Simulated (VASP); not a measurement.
# Cs3AsAu (Pm-3m) in VASP: relaxation of cell and atoms with PBE

Aim: the relaxation of cell and atoms of Cs3AsAu with PBE.

All numbers are computed with VASP 6.6.1; they aren't measurements. Logs are shortened: lines on timing, memory, paths and dates and some standing lists are left out, and cuts for length are marked.

## (1) The cell of the first run

The structure is cubic, space group Pm-3m (No. 221). The conventional cell has a = 6.068 Å, b = 6.068 Å, c = 6.068 Å, α = 90.00°, β = 90.00°, γ = 90.00°. Within 4.0 Å of Cs (site symmetry 4/mmm) lie 2 As at 3.03 Å. Within 4.0 Å of As (site symmetry m-3m) lie 6 Cs at 3.03 Å. Within 5.6 Å of Au (site symmetry m-3m) lie 12 Cs at 4.29 Å and 8 As at 5.26 Å.

The cell was generated, and may not be a known phase.

## (2) Relaxation of cell and atoms, PBE

Input file INCAR:

```
SYSTEM = Cs3AsAu
PREC     = Accurate       ! precision mode
ENCUT    = 600            ! plane-wave cutoff, eV
EDIFF    = 1E-7           ! SCF threshold, eV
ISMEAR   = 0              ! smearing method
SIGMA    = 0.1            ! smearing width, eV
LREAL    = .False.        ! projectors in reciprocal space
LASPH    = .True.         ! aspherical terms in the spheres
NELM     = 120            ! most SCF steps
ALGO     = Normal         ! electronic algorithm
ISIF     = 3              ! what is computed and relaxed
LWAVE    = .False.        ! write WAVECAR
LCHARG   = .False.        ! write CHGCAR
GGA      = PE             ! functional
IBRION   = 2              ! ionic algorithm
NSW      = 90             ! ionic steps
EDIFFG   = -0.04          ! ionic threshold
GGA_COMPAT= .False.      
NELMIN   = 4
```

Input file KPOINTS:

```
Automatic mesh
0
Gamma
  4 4 4
  0 0 0
```

Input file POSCAR:

```
Cs3AsAu
1.0
    6.0679754800      0.0000000000      0.0000000000
    0.0000000000      6.0679754800      0.0000000000
    0.0000000000      0.0000000000      6.0679754800
Cs As Au
3 1 1
Direct
    0.5000000000      0.0000000000      0.0000000000
    0.0000000000      0.5000000000      0.0000000000
    0.0000000000      0.0000000000      0.5000000000
    0.0000000000      0.0000000000      0.0000000000
    0.5000000000      0.5000000000      0.5000000000
```

Potentials or basis: VASP PAW PBE potentials, release 64 (Cs_sv, As_d, Au_sv_GW).

On the command line:

```console
$ cat potpaw_PBE.64/Cs_sv/POTCAR potpaw_PBE.64/As_d/POTCAR potpaw_PBE.64/Au_sv_GW/POTCAR > POTCAR
$ mpirun -np 1 vasp_std > vasp.out
```

OUTCAR:

```text
SYSTEM = Cs3AsAu
   PREC = Accurate
   ENCUT = 600
   EDIFF = 1E-7
   ISMEAR = 0
   LREAL = .False.
   LASPH = .True.
   NELM = 120
   ISIF = 3
   GGA = PE
   IBRION = 2
   NSW = 90
   EDIFFG = -0.04
   NELMIN = 4

 ion  position               nearest neighbor table
   1  0.500  0.000  0.000-   4 3.03   4 3.03
   2  0.000  0.500  0.000-   4 3.03   4 3.03
   3  0.000  0.000  0.500-   4 3.03   4 3.03
   4  0.000  0.000  0.000-   1 3.03   2 3.03   3 3.03   3 3.03   2 3.03   1 3.03
   5  0.500  0.500  0.500-

  LATTYP: Found a simple cubic cell.
 ALAT       =     6.0679754800

  Lattice vectors:

 A1 = (   6.0679754800,   0.0000000000,   0.0000000000)
 A2 = (   0.0000000000,   6.0679754800,   0.0000000000)
 A3 = (   0.0000000000,   0.0000000000,   6.0679754800)

Analysis of symmetry for initial positions (statically):
=====================================================================
 Subroutine PRICEL returns:
 Original cell was already a primitive cell.

 Routine SETGRP: Setting up the symmetry group for a
 simple cubic supercell.

 Subroutine GETGRP returns: Found 48 space group operations
 (whereof 48 operations were pure point group operations)
 out of a pool of 48 trial point group operations.

The static configuration has the point symmetry O_h .

Analysis of symmetry for dynamics (positions and initial velocities):
=====================================================================
 Subroutine PRICEL returns:
 Original cell was already a primitive cell.

 Routine SETGRP: Setting up the symmetry group for a
 simple cubic supercell.

 Subroutine GETGRP returns: Found 48 space group operations
 (whereof 48 operations were pure point group operations)
 out of a pool of 48 trial point group operations.

The dynamic configuration has the point symmetry O_h .

 Subroutine INISYM returns: Found 48 space group operations
 (whereof 48 operations are pure point group operations),
 and found     1 'primitive' translations

----------------------------------------------------------------------------------------

                                     Primitive cell

  volume of cell :     223.4248

  direct lattice vectors                    reciprocal lattice vectors
     6.067975480  0.000000000  0.000000000     0.164799611  0.000000000  0.000000000
     0.000000000  6.067975480  0.000000000     0.000000000  0.164799611  0.000000000
     0.000000000  0.000000000  6.067975480     0.000000000  0.000000000  0.164799611

  length of vectors
     6.067975480  6.067975480  6.067975480     0.164799611  0.164799611  0.164799611

  position of ions in fractional coordinates (direct lattice)
     0.500000000  0.000000000  0.000000000
     0.000000000  0.500000000  0.000000000
     0.000000000  0.000000000  0.500000000
     0.000000000  0.000000000  0.000000000
     0.500000000  0.500000000  0.500000000

  ion indices of the primitive-cell ions
   primitive index   ion index
                 1           1
                 2           2
                 3           3
                 4           4
                 5           5

----------------------------------------------------------------------------------------

 KPOINTS: Automatic mesh

Automatic generation of k-mesh.
 Grid dimensions read from file:
 generate k-points for:    4    4    4

 Generating k-lattice:

  Cartesian coordinates                     Fractional coordinates (reciprocal lattice)
     0.041199903  0.000000000  0.000000000     0.250000000  0.000000000  0.000000000
     0.000000000  0.041199903  0.000000000     0.000000000  0.250000000  0.000000000
     0.000000000  0.000000000  0.041199903     0.000000000  0.000000000  0.250000000

  Length of vectors
     0.041199903  0.041199903  0.041199903

  Shift w.r.t. Gamma in fractional coordinates (k-lattice)
     0.000000000  0.000000000  0.000000000

 Subroutine IBZKPT returns following result:
 ===========================================

 Found     10 irreducible k-points:

 Following reciprocal coordinates:
            Coordinates               Weight
  0.000000  0.000000  0.000000      1.000000
  0.250000  0.000000  0.000000      6.000000
  0.500000  0.000000  0.000000      3.000000
  0.250000  0.250000  0.000000     12.000000
  0.500000  0.250000  0.000000     12.000000
  0.500000  0.500000  0.000000      3.000000
  0.250000  0.250000  0.250000      8.000000
  0.500000  0.250000  0.250000     12.000000
  0.500000  0.500000  0.250000      6.000000
  0.500000  0.500000  0.500000      1.000000
   k-points           NKPTS =     10   k-points in BZ     NKDIM =     10   number of bands    NBANDS=     36
   number of dos      NEDOS =    301   number of ions     NIONS =      5
   total plane-waves  NPLWV = 110592
   dimension x,y,z NGX =    48 NGY =   48 NGZ =   48
   dimension x,y,z NGXF=    96 NGYF=   96 NGZF=   96
   ions per type =               3   1   1
   NGX,Y,Z   is equivalent  to a cutoff of  13.15, 13.15, 13.15 a.u.
   NGXF,Y,Z  is equivalent  to a cutoff of  26.30, 26.30, 26.30 a.u.
 SYSTEM =  Cs3AsAu
   PREC   = accura    normal or accurate (medium, high low for compatibility)
   ISTART =      0    job   : 0-new  1-cont  2-samecut
   ICHARG =      2    charge: 1-file 2-atom 10-const
   ISPIN  =      1    spin polarized calculation?
   LNONCOLLINEAR =      F non collinear calculations
   LSORBIT =      F    spin-orbit coupling
   LASPH  =      T    aspherical Exc in radial PAW
   ENCUT  =  600.0 eV  44.10 Ry    6.64 a.u.  12.12 12.12 12.12*2*pi/ulx,y,z
   NELM   =    120;   NELMIN=  4; NELMDL= -5     # of ELM steps
   EDIFF  = 0.1E-06   stopping-criterion for ELM
   LREAL  =      F    real-space projection
   EDIFFG = -.4E-01   stopping-criterion for IOM
   NSW    =     90    number of steps for IOM
   IBRION =      2    ionic relax: 0-MD 1-quasi-New 2-CG
   NFREE  =      1    steps in history (QN), initial steepest desc. (CG)
   ISIF   =      3    stress and relaxation
   ISYM   =      2    0-nonsym 1-usesym 2-fastsym
   POTIM  = 0.5000    time-step for ionic-motion
   TEBEG  =    0.0;   TEEND  =   0.0 temperature during run
   PSTRESS=    0.0 pullay stress
   NELECT =      61.0000    total number of electrons
   NUPDOWN=      -1.0000    fix difference up-down
   EMIN   =  10.00;   EMAX   =-10.00  energy-range for DOS
   EFERMI =   0.00;   METHOD = LEGACY
   ISMEAR =     0;   SIGMA  =   0.10  broadening in eV -4-tet -1-fermi 0-gaus
   EFERMI_NEDOS =   21; number of points for ismear=-14 and -15
   IALGO  =     38    algorithm
   IMIX   =      4    mixing-type and parameters
     AMIX     =   0.40;   BMIX     =  1.00
     AMIX_MAG =   1.60;   BMIX_MAG =  1.00
  volume/ion in A,a.u.               =      44.68       301.55
  Fermi-wavevector in a.u.,A,eV,Ry     =   1.062040  2.006965 15.346411  1.127929
  Thomas-Fermi vector in A             =   2.197477
   LORBIT       =      0    0 simple, 1 ext, 2 COOP (PROOUT), +10 PAW based schemes
   GGA     = PE    functional components
   LHFCALC =     F    Hartree Fock is set to
   AEXX    =    0.0000 exact exchange contribution
   IVDW    =     0    specifies the selected vdW correction
   LEPSILON=     F    determine dielectric tensor
   LRPA    =     F    only Hartree local field effects (RPA)
 conjugate gradient relaxation of ions
 non-spin polarized calculation
 Gauss-broadening in eV      SIGMA  =   0.10
  energy-cutoff  :      600.00
  volume of cell :      223.42
 maximum number of plane-waves:      7568
   NGX = 25   NGY = 25   NGZ = 25

--------------------------------------- Ionic step        1  -------------------------------------------

 number of electron      60.9999986 magnetization

 Free energy of the ion-electron system (eV)
  ---------------------------------------------------
  ext. energy  EPLUGINS =         0.00000000
  ---------------------------------------------------
  free energy    TOTEN  =        -9.00809661 eV

  energy without entropy =       -8.99249308  energy(sigma->0) =       -9.00029485

------------------------ aborting loop because EDIFF is reached ----------------------------------------

  FORCE on cell =-STRESS in cart. coord.  units (eV):
  Direction    XX          YY          ZZ          XY          YZ          ZX
  --------------------------------------------------------------------------------------
  -------------------------------------------------------------------------------------
  Total        8.1583079      8.1583079      8.1583079      0.0000000     -0.0000000      0.0000000
  in kB       58.5031464     58.5031464     58.5031464      0.0000000     -0.0000000      0.0000000
  external PRESSURE =      58.5031464 kB  Pullay stress =       0.0000000 kB

 VOLUME and BASIS-vectors are now :
 -----------------------------------------------------------------------------
  energy-cutoff  :      600.00
  volume of cell :      223.42
      direct lattice vectors                 reciprocal lattice vectors
     6.067975480  0.000000000  0.000000000     0.164799611  0.000000000  0.000000000
     0.000000000  6.067975480  0.000000000     0.000000000  0.164799611  0.000000000
     0.000000000  0.000000000  6.067975480     0.000000000  0.000000000  0.164799611
[... 79 lines left out ...]
 POSITION                                       TOTAL-FORCE (eV/Angst)
 -----------------------------------------------------------------------------------
      3.37763      0.00000      0.00000         0.000000      0.000000      0.000000
      0.00000      3.37763     -0.00000         0.000000      0.000000      0.000000
      0.00000     -0.00000      3.37763         0.000000      0.000000      0.000000
      0.00000      0.00000      0.00000         0.000000      0.000000      0.000000
      3.37763      3.37763      3.37763        -0.000000     -0.000000      0.000000
 -----------------------------------------------------------------------------------
    total drift:                                0.000000     -0.000000      0.000000

  FREE ENERGIE OF THE ION-ELECTRON SYSTEM (eV)
  ---------------------------------------------------
  free  energy   TOTEN  =       -10.3389142712 eV

  energy  without entropy=      -10.3131058092  energy(sigma->0) =      -10.32601004

--------------------------------------- Ionic step        4  -------------------------------------------

 number of electron      61.0000009 magnetization

 Free energy of the ion-electron system (eV)
  ---------------------------------------------------
  ext. energy  EPLUGINS =         0.00000000
  ---------------------------------------------------
  free energy    TOTEN  =       -10.35049393 eV

  energy without entropy =      -10.32355848  energy(sigma->0) =      -10.33702620

 E-fermi :   0.4888     XC(G=0):  -6.4019

 val. band max:        0.4619563127   @ k =   0.5000   0.2500   0.0000
 cond. band min:       0.5288309631   @ k =   0.2500   0.2500   0.0000
 fundamental gap:      0.0668746504
 Fermi energy:         0.4887653528

 k-point     1 :       0.0000    0.0000    0.0000
  band No.  band energies     occupation
      1    -103.3840      2.00000
      2     -54.7300      2.00000
      3     -54.7300      2.00000
      4     -54.7300      2.00000
      5     -33.6200      2.00000
      6     -33.6200      2.00000
[... 401 lines left out ...]
 POSITION                                       TOTAL-FORCE (eV/Angst)
 -----------------------------------------------------------------------------------
      3.41385      0.00000      0.00000         0.000000      0.000000      0.000000
      0.00000      3.41385     -0.00000         0.000000      0.000000      0.000000
      0.00000     -0.00000      3.41385         0.000000      0.000000      0.000000
      0.00000      0.00000      0.00000         0.000000      0.000000      0.000000
      3.41385      3.41385      3.41385        -0.000000     -0.000000      0.000000
 -----------------------------------------------------------------------------------
    total drift:                                0.000000     -0.000000      0.000000

  FREE ENERGIE OF THE ION-ELECTRON SYSTEM (eV)
  ---------------------------------------------------
  free  energy   TOTEN  =       -10.3504939281 eV

  energy  without entropy=      -10.3235584799  energy(sigma->0) =      -10.33702620

 reached required accuracy - stopping structural energy minimisation
```

Wall time 4.2 min (1 thread of Intel Xeon 6975P-C (Granite Rapids), shared host); peak memory 0.41 GiB.

Results:

```yaml
Free_energy: -10.3505 eV
Relaxed_volume: 63.66 Å³/atom
Relaxed_cell: a = 6.828 Å, b = 6.828 Å, c = 6.828 Å, α = 90.00°, β = 90.00°, γ = 90.00°
Space_group_after_relaxing_to_0.1_Å: Pm-3m (No. 221)
Energy_gained_by_relaxing: 268.5 meV/atom
Ionic_steps: 4
Pressure_after_relaxing: 0.0 GPa
Band_gap_on_the_k_mesh: zero (an odd number of electrons rules out a gap without spin polarisation)
```

Step by step:
| step | energy change (eV) | largest force (eV/Å) | pressure (GPa) | volume (Å³) |
| --- | --- | --- | --- | --- |
| 1 | 0.0000 | 0.0000 | 5.85 | 223.42 |
| 2 | -1.1856 | 0.0000 | 1.42 | 280.45 |
| 3 | -1.3308 | 0.0000 | 0.33 | 308.27 |
| 4 | -1.3424 | 0.0000 | 0.05 | 318.29 |

Final structure:
```yaml
crystal:
  lattice:
    - [6.82770, 0.00000, 0.00000]
    - [0.00000, 6.82770, 0.00000]
    - [0.00000, 0.00000, 6.82770]
  atoms:
    - { symbol: Cs, position: [0.50000, 0.00000, 0.00000] }
    - { symbol: Cs, position: [0.00000, 0.50000, 0.00000] }
    - { symbol: Cs, position: [0.00000, 0.00000, 0.50000] }
    - { symbol: As, position: [0.00000, 0.00000, 0.00000] }
    - { symbol: Au, position: [0.50000, 0.50000, 0.50000] }
```

Levels at points of the mesh, in eV from the Fermi level:
```csv
k point,band 28,band 29,band 30,band 31,band 32,band 33,band 34,band 35
"(0.00, 0.00, 0.00)",-2.13,0.19,0.19,0.19,2.25,2.25,2.42,2.42
"(0.50, 0.00, 0.00)",-1.91,-0.88,0.05,0.05,0.77,2.14,2.14,2.59
"(0.50, 0.50, 0.00)",-1.80,-1.08,-1.08,-0.09,1.48,1.48,2.06,3.09
"(0.50, 0.50, 0.50)",-1.85,-1.18,-1.18,-1.18,2.08,2.08,2.08,3.04
```

Caveat: the volume moved by over 15 % at a fixed basis, so the end points are rough; spin-orbit coupling is left out, which moves the levels of the heavy elements.

The gap in the log of VASP goes by the Fermi energy; the results here count the filled bands.